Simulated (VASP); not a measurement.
LiMg, 4 atoms in the cell. The cell holds a slab with vacuum, 4 atoms: a = 4.830 Å, b = 3.415 Å, c = 18.415 Å, α = 90.00°, β = 90.00°, γ = 90.00°. 

| Item | Value |
| --- | --- |
| Program | VASP 6.6.1 |
| Task | single point |
| Functional | LDA |
| Potentials or basis | VASP PAW LDA potentials, release 64 (Li_sv, Mg) |
| Cutoff | 520 eV |
| k mesh | 4 × 5 × 1 |
| Occupations | fermi-dirac, width 0.1 eV |
| Spin | no spin polarisation |
| Dipole correction | yes |
| Further INCAR settings | ALGO = Normal; EDIFF = 1e-06; NBANDS = 13 |

Potentials or basis: VASP PAW LDA potentials, release 64 (Li_sv, Mg).

Command:

```bash
$ cat potpaw_LDA.64/Li_sv/POTCAR potpaw_LDA.64/Mg/POTCAR > POTCAR
$ mpirun -np 1 vasp_std > vasp.out
```

Hardware: 1 thread of Intel Xeon 6975P-C, on a shared host.

Estimate the wall time of this run.

Wall time 39 s on 1 thread of Intel Xeon 6975P-C (shared host), peak memory 0.28 GiB. Counts: scf iterations 18, k points 9.
